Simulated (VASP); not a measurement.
# La3AlBi (Pm-3m) in VASP: a series of runs

La3AlBi is run at these levels: LDA; tasks: single point, relaxation of cell and atoms.

Program: VASP 6.6.1. These are calculated values, not measurements. Logs are shortened: lines on timing, memory, paths and dates and some standing lists are left out, and cuts for length are marked.

**1. The cell of the first run**

It takes space group Pm-3m (No. 221, cubic). The conventional cell has a = 5.939 Å, b = 5.939 Å, c = 5.939 Å, α = 90.00°, β = 90.00°, γ = 90.00°. Within 5.5 Å of Al (site symmetry m-3m) lie 12 La at 4.20 Å and 8 Bi at 5.14 Å. Within 3.9 Å of Bi (site symmetry m-3m) lie 6 La at 2.97 Å. Within 3.9 Å of La (site symmetry 4/mmm) lie 2 Bi at 2.97 Å.

**2. Single point, LDA**

INCAR reads:

```
PREC = Accurate ; ENCUT = 520
EDIFF = 1E-7 ; ISMEAR = 0
SIGMA = 0.05 ; LREAL = F
LASPH = T ; NELM = 100
ALGO = Normal ; ISIF = 2
LWAVE = F ; LCHARG = F
GGA = CA ; NBANDS = 34
```

KPOINTS reads:

```
regular mesh
0
Gamma
  5 5 5
```

POSCAR reads:

```
La3AlBi
1.0
    5.9389292858      0.0000000000      0.0000000000
    0.0000000000      5.9389292858      0.0000000000
    0.0000000000      0.0000000000      5.9389292858
Al Bi La
1 1 3
Direct
    0.0000000000      0.0000000000      0.0000000000
    0.5000000000      0.5000000000      0.5000000000
    0.5000000000      0.5000000000      0.0000000000
    0.0000000000      0.5000000000      0.5000000000
    0.5000000000      0.0000000000      0.5000000000
```

Potentials or basis: VASP PAW LDA potentials, release 64 (Al, Bi_d, La).

Started as:

```bash
> cat potpaw_LDA.64/Al/POTCAR potpaw_LDA.64/Bi_d/POTCAR potpaw_LDA.64/La/POTCAR > POTCAR
> mpirun -np 1 vasp_std > vasp.out
```

OUTCAR:

```text
PREC = Accurate
   ENCUT = 520
   EDIFF = 1E-7
   ISMEAR = 0
   LREAL = F
   LASPH = T
   NELM = 100
   ISIF = 2
   GGA = CA

 ion  position               nearest neighbor table
   1  0.000  0.000  0.000-
   2  0.500  0.500  0.500-   3 2.97   4 2.97   5 2.97   3 2.97   5 2.97   4 2.97
   3  0.500  0.500  0.000-   2 2.97   2 2.97
   4  0.000  0.500  0.500-   2 2.97   2 2.97
   5  0.500  0.000  0.500-   2 2.97   2 2.97

  LATTYP: Found a simple cubic cell.
 ALAT       =     5.9389292858

  Lattice vectors:

 A1 = (   5.9389292858,   0.0000000000,   0.0000000000)
 A2 = (   0.0000000000,   5.9389292858,   0.0000000000)
 A3 = (   0.0000000000,   0.0000000000,   5.9389292858)

Analysis of symmetry for initial positions (statically):
=====================================================================
 Subroutine PRICEL returns:
 Original cell was already a primitive cell.

 Routine SETGRP: Setting up the symmetry group for a
 simple cubic supercell.

 Subroutine GETGRP returns: Found 48 space group operations
 (whereof 48 operations were pure point group operations)
 out of a pool of 48 trial point group operations.

The static configuration has the point symmetry O_h .

Analysis of symmetry for dynamics (positions and initial velocities):
=====================================================================
 Subroutine PRICEL returns:
 Original cell was already a primitive cell.

 Routine SETGRP: Setting up the symmetry group for a
 simple cubic supercell.

 Subroutine GETGRP returns: Found 48 space group operations
 (whereof 48 operations were pure point group operations)
 out of a pool of 48 trial point group operations.

The dynamic configuration has the point symmetry O_h .

 Subroutine INISYM returns: Found 48 space group operations
 (whereof 48 operations are pure point group operations),
 and found     1 'primitive' translations

----------------------------------------------------------------------------------------

                                     Primitive cell

  volume of cell :     209.4713

  direct lattice vectors                    reciprocal lattice vectors
     5.938929286  0.000000000  0.000000000     0.168380520  0.000000000  0.000000000
     0.000000000  5.938929286  0.000000000     0.000000000  0.168380520  0.000000000
     0.000000000  0.000000000  5.938929286     0.000000000  0.000000000  0.168380520

  length of vectors
     5.938929286  5.938929286  5.938929286     0.168380520  0.168380520  0.168380520

  position of ions in fractional coordinates (direct lattice)
     0.000000000  0.000000000  0.000000000
     0.500000000  0.500000000  0.500000000
     0.500000000  0.500000000  0.000000000
     0.000000000  0.500000000  0.500000000
     0.500000000  0.000000000  0.500000000

  ion indices of the primitive-cell ions
   primitive index   ion index
                 1           1
                 2           2
                 3           3
                 4           4
                 5           5

----------------------------------------------------------------------------------------

 KPOINTS: regular mesh

Automatic generation of k-mesh.
 Grid dimensions read from file:
 generate k-points for:    5    5    5

 Generating k-lattice:

  Cartesian coordinates                     Fractional coordinates (reciprocal lattice)
     0.033676104  0.000000000  0.000000000     0.200000000  0.000000000  0.000000000
     0.000000000  0.033676104  0.000000000     0.000000000  0.200000000  0.000000000
     0.000000000  0.000000000  0.033676104     0.000000000  0.000000000  0.200000000

  Length of vectors
     0.033676104  0.033676104  0.033676104

  Shift w.r.t. Gamma in fractional coordinates (k-lattice)
     0.000000000  0.000000000  0.000000000

 Subroutine IBZKPT returns following result:
 ===========================================

 Found     10 irreducible k-points:

 Following reciprocal coordinates:
            Coordinates               Weight
  0.000000  0.000000  0.000000      1.000000
  0.200000  0.000000  0.000000      6.000000
  0.400000  0.000000  0.000000      6.000000
  0.200000  0.200000  0.000000     12.000000
  0.400000  0.200000  0.000000     24.000000
  0.400000  0.400000  0.000000     12.000000
  0.200000  0.200000  0.200000      8.000000
  0.400000  0.200000  0.200000     24.000000
  0.400000  0.400000  0.200000     24.000000
  0.400000  0.400000  0.400000      8.000000
   k-points           NKPTS =     10   k-points in BZ     NKDIM =     10   number of bands    NBANDS=     34
   number of dos      NEDOS =    301   number of ions     NIONS =      5
   total plane-waves  NPLWV = 110592
   dimension x,y,z NGX =    48 NGY =   48 NGZ =   48
   dimension x,y,z NGXF=    96 NGYF=   96 NGZF=   96
   ions per type =               1   1   3
   NGX,Y,Z   is equivalent  to a cutoff of  13.44, 13.44, 13.44 a.u.
   NGXF,Y,Z  is equivalent  to a cutoff of  26.87, 26.87, 26.87 a.u.
 SYSTEM =  unknown system
   PREC   = accura    normal or accurate (medium, high low for compatibility)
   ISTART =      0    job   : 0-new  1-cont  2-samecut
   ICHARG =      2    charge: 1-file 2-atom 10-const
   ISPIN  =      1    spin polarized calculation?
   LNONCOLLINEAR =      F non collinear calculations
   LSORBIT =      F    spin-orbit coupling
   LASPH  =      T    aspherical Exc in radial PAW
   ENCUT  =  520.0 eV  38.22 Ry    6.18 a.u.  11.04 11.04 11.04*2*pi/ulx,y,z
   NELM   =    100;   NELMIN=  2; NELMDL= -5     # of ELM steps
   EDIFF  = 0.1E-06   stopping-criterion for ELM
   LREAL  =      F    real-space projection
   EDIFFG = 0.1E-05   stopping-criterion for IOM
   NSW    =      0    number of steps for IOM
   IBRION =     -1    ionic relax: 0-MD 1-quasi-New 2-CG
   NFREE  =      0    steps in history (QN), initial steepest desc. (CG)
   ISIF   =      2    stress and relaxation
   ISYM   =      2    0-nonsym 1-usesym 2-fastsym
   POTIM  = 0.5000    time-step for ionic-motion
   TEBEG  =    0.0;   TEEND  =   0.0 temperature during run
   PSTRESS=    0.0 pullay stress
   NELECT =      51.0000    total number of electrons
   NUPDOWN=      -1.0000    fix difference up-down
   EMIN   =  10.00;   EMAX   =-10.00  energy-range for DOS
   EFERMI =   0.00;   METHOD = LEGACY
   ISMEAR =     0;   SIGMA  =   0.05  broadening in eV -4-tet -1-fermi 0-gaus
   EFERMI_NEDOS =   21; number of points for ismear=-14 and -15
   IALGO  =     38    algorithm
   IMIX   =      4    mixing-type and parameters
     AMIX     =   0.40;   BMIX     =  1.00
     AMIX_MAG =   1.60;   BMIX_MAG =  1.00
  volume/ion in A,a.u.               =      41.89       282.72
  Fermi-wavevector in a.u.,A,eV,Ry     =   1.022249  1.931771 14.217996  1.044993
  Thomas-Fermi vector in A             =   2.155918
   LORBIT       =      0    0 simple, 1 ext, 2 COOP (PROOUT), +10 PAW based schemes
   GGA     = CA    functional components
   LHFCALC =     F    Hartree Fock is set to
   AEXX    =    0.0000 exact exchange contribution
   IVDW    =     0    specifies the selected vdW correction
   LEPSILON=     F    determine dielectric tensor
   LRPA    =     F    only Hartree local field effects (RPA)
 non-spin polarized calculation
 Gauss-broadening in eV      SIGMA  =   0.05
  energy-cutoff  :      520.00
  volume of cell :      209.47
 maximum number of plane-waves:      5682
 NGX is ok and might be reduce to    48
   NGX = 23   NGY = 23   NGZ = 23

 number of electron      50.9999996 magnetization

 Free energy of the ion-electron system (eV)
  ---------------------------------------------------
  ext. energy  EPLUGINS =         0.00000000
  ---------------------------------------------------
  free energy    TOTEN  =       -23.95416926 eV

  energy without entropy =      -23.94396390  energy(sigma->0) =      -23.94906658

 E-fermi :   4.9868     XC(G=0):  -8.7117

 val. band max:        4.9840737416   @ k =   0.2000   0.2000   0.2000
 cond. band min:       5.0083085490   @ k =   0.2000   0.2000   0.0000
 fundamental gap:      0.0242348074
 Fermi energy:         4.9868287735

 k-point     1 :       0.0000    0.0000    0.0000
  band No.  band energies     occupation
      1     -28.1704      2.00000
      2     -28.1176      2.00000
      3     -28.1176      2.00000
      4     -17.5742      2.00000
      5     -17.5742      2.00000
      6     -17.4642      2.00000
[... 26 lines left out ...]
     33       6.2247      0.00000
     34       6.2316      0.00000

 k-point     2 :       0.2000    0.0000    0.0000
  band No.  band energies     occupation
      1     -28.1654      2.00000
      2     -28.1205      2.00000
      3     -28.1176      2.00000
      4     -17.6031      2.00000
      5     -17.5742      2.00000
      6     -17.4653      2.00000
[... 26 lines left out ...]
     33       6.2192      0.00000
     34       6.2337      0.00000

 k-point     3 :       0.4000    0.0000    0.0000
  band No.  band energies     occupation
      1     -28.1552      2.00000
      2     -28.1273      2.00000
      3     -28.1175      2.00000
      4     -17.6493      2.00000
      5     -17.5742      2.00000
      6     -17.4670      2.00000
[... 26 lines left out ...]
     33       6.1350      0.00000
     34       6.1824      0.00000
[... 186 lines left out ...]
 k-point     9 :       0.4000    0.4000    0.2000
  band No.  band energies     occupation
      1     -28.1384      2.00000
      2     -28.1278      2.00000
      3     -28.1258      2.00000
      4     -17.6830      2.00000
      5     -17.6400      2.00000
      6     -17.4698      2.00000
[... 26 lines left out ...]
     33       6.1777      0.00000
     34       6.2136      0.00000

 k-point    10 :       0.4000    0.4000    0.4000
  band No.  band energies     occupation
      1     -28.1329      2.00000
      2     -28.1278      2.00000
      3     -28.1278      2.00000
      4     -17.6830      2.00000
      5     -17.6830      2.00000
      6     -17.4698      2.00000
[... 26 lines left out ...]
     33       6.1991      0.00000
     34       6.2098      0.00000

------------------------ aborting loop because EDIFF is reached ----------------------------------------

  FORCE on cell =-STRESS in cart. coord.  units (eV):
  Direction    XX          YY          ZZ          XY          YZ          ZX
  --------------------------------------------------------------------------------------
  -------------------------------------------------------------------------------------
  Total        0.0326448      0.0326448      0.0326448      0.0000000      0.0000000     -0.0000000
  in kB        0.2496891      0.2496891      0.2496891      0.0000000      0.0000000     -0.0000000
  external PRESSURE =       0.2496891 kB  Pullay stress =       0.0000000 kB

 VOLUME and BASIS-vectors are now :
 -----------------------------------------------------------------------------
  energy-cutoff  :      520.00
  volume of cell :      209.47
      direct lattice vectors                 reciprocal lattice vectors
     5.938929286  0.000000000  0.000000000     0.168380520  0.000000000  0.000000000
     0.000000000  5.938929286  0.000000000     0.000000000  0.168380520  0.000000000
     0.000000000  0.000000000  5.938929286     0.000000000  0.000000000  0.168380520

 POSITION                                       TOTAL-FORCE (eV/Angst)
 -----------------------------------------------------------------------------------
      0.00000      0.00000      0.00000         0.000000      0.000000      0.000000
      2.96946      2.96946      2.96946         0.000000      0.000000      0.000000
      2.96946      2.96946      0.00000         0.000000      0.000000      0.000000
      0.00000      2.96946      2.96946         0.000000      0.000000      0.000000
      2.96946      0.00000      2.96946         0.000000      0.000000      0.000000
 -----------------------------------------------------------------------------------
    total drift:                                0.000000     -0.000000     -0.000000

  FREE ENERGIE OF THE ION-ELECTRON SYSTEM (eV)
  ---------------------------------------------------
  free  energy   TOTEN  =       -23.9541692564 eV

  energy  without entropy=      -23.9439639036  energy(sigma->0) =      -23.94906658
```

Wall time 3 min (1 thread of Oxide Virtual Turin-like, shared host); peak memory 0.26 GiB.

Results:

```
Free energy            : -23.9542 eV
Pressure               : 0.0 GPa
Band gap on the k mesh : zero (an odd number of electrons rules out a gap without spin polarisation)
```

Caveat: spin-orbit coupling is left out, which moves the levels of the heavy elements.

**3. Single point, LDA**

This run uses another cell than the first one, of 42.52 Å³/atom.

INCAR reads:

```
PREC     = Accurate       # precision mode
ENCUT    = 520            # plane-wave cutoff, eV
EDIFF    = 1E-6           # SCF threshold, eV
ISMEAR   = 0              # smearing method
SIGMA    = 0.05           # smearing width, eV
LREAL    = F              # projectors in reciprocal space
LASPH    = T              # aspherical terms in the spheres
NELM     = 80             # most SCF steps
ALGO     = Normal         # electronic algorithm
ISIF     = 2              # what is computed and relaxed
LWAVE    = F              # write WAVECAR
LCHARG   = T              # write CHGCAR
LELF     = T              # ELF
LVHAR    = T            
NBANDS   = 34             # bands
```

KPOINTS is that of step 2.

Changes to POSCAR since step 2:

```diff
@@ -2,5 +2,5 @@
 1.0
-    5.9389292858      0.0000000000      0.0000000000
-    0.0000000000      5.9389292858      0.0000000000
-    0.0000000000      0.0000000000      5.9389292858
+    5.9684766840      0.0000000000      0.0000000000
+    0.0000000000      5.9684766840      0.0000000000
+    0.0000000000      0.0000000000      5.9684766840
 Al Bi La
```

Potentials or basis: VASP PAW LDA potentials, release 64 (Al, Bi_d, La).

Started as:

```bash
> cat potpaw_LDA.64/Al/POTCAR potpaw_LDA.64/Bi_d/POTCAR potpaw_LDA.64/La/POTCAR > POTCAR
> mpirun -np 1 vasp_std > vasp.out
```

OUTCAR:

```text
PREC = Accurate
   ENCUT = 520
   EDIFF = 1E-6
   ISMEAR = 0
   LREAL = F
   LASPH = T
   NELM = 80
   ISIF = 2

 ion  position               nearest neighbor table
   1  0.000  0.000  0.000-
   2  0.500  0.500  0.500-   3 2.98   4 2.98   5 2.98   3 2.98   5 2.98   4 2.98
   3  0.500  0.500  0.000-   2 2.98   2 2.98
   4  0.000  0.500  0.500-   2 2.98   2 2.98
   5  0.500  0.000  0.500-   2 2.98   2 2.98

[... 553 lines left out ...]

  FORCE on cell =-STRESS in cart. coord.  units (eV):
  Direction    XX          YY          ZZ          XY          YZ          ZX
  --------------------------------------------------------------------------------------
  -------------------------------------------------------------------------------------
  Total       -0.7250080     -0.7250080     -0.7250080      0.0000000      0.0000000     -0.0000000
  in kB       -5.4633985     -5.4633985     -5.4633985      0.0000000      0.0000000     -0.0000000
  external PRESSURE =      -5.4633985 kB  Pullay stress =       0.0000000 kB

 VOLUME and BASIS-vectors are now :
 -----------------------------------------------------------------------------
  energy-cutoff  :      520.00
  volume of cell :      212.61
      direct lattice vectors                 reciprocal lattice vectors
     5.968476684  0.000000000  0.000000000     0.167546939  0.000000000  0.000000000
     0.000000000  5.968476684  0.000000000     0.000000000  0.167546939  0.000000000
     0.000000000  0.000000000  5.968476684     0.000000000  0.000000000  0.167546939

 POSITION                                       TOTAL-FORCE (eV/Angst)
 -----------------------------------------------------------------------------------
      0.00000      0.00000      0.00000         0.000000      0.000000      0.000000
      2.98424      2.98424      2.98424         0.000000      0.000000      0.000000
      2.98424      2.98424      0.00000         0.000000      0.000000      0.000000
      0.00000      2.98424      2.98424         0.000000      0.000000      0.000000
      2.98424      0.00000      2.98424         0.000000      0.000000      0.000000
 -----------------------------------------------------------------------------------
    total drift:                                0.000000     -0.000000     -0.000000

  FREE ENERGIE OF THE ION-ELECTRON SYSTEM (eV)
  ---------------------------------------------------
  free  energy   TOTEN  =       -23.9492938946 eV

  energy  without entropy=      -23.9392152378  energy(sigma->0) =      -23.94425457
```

stdout:

```text
POSCAR found type information on POSCAR AlBiLa
 POSCAR found :  3 types and       5 ions
 scaLAPACK will be used
 LDA part: xc-table for (Slater(with rela. corr.)+CA(PZ))
 , standard interpolation
 POSCAR, INCAR and KPOINTS ok, starting setup
 FFT: planning ... GRIDC
 FFT: planning ... GRID_SOFT
 FFT: planning ... GRID
 WAVECAR not read
 entering main loop
```

Wall time 2.7 min (1 thread of Oxide Virtual Turin-like, shared host); peak memory 0.25 GiB.

Results:

* Free energy: -23.9493 eV
* Pressure: -0.5 GPa
* Band gap on the k mesh: zero (an odd number of electrons rules out a gap without spin polarisation)

Caveat: spin-orbit coupling is left out, which moves the levels of the heavy elements.

(Continued in part 2 of 2.)

The gap in the log of VASP goes by the Fermi energy; the results here count the filled bands.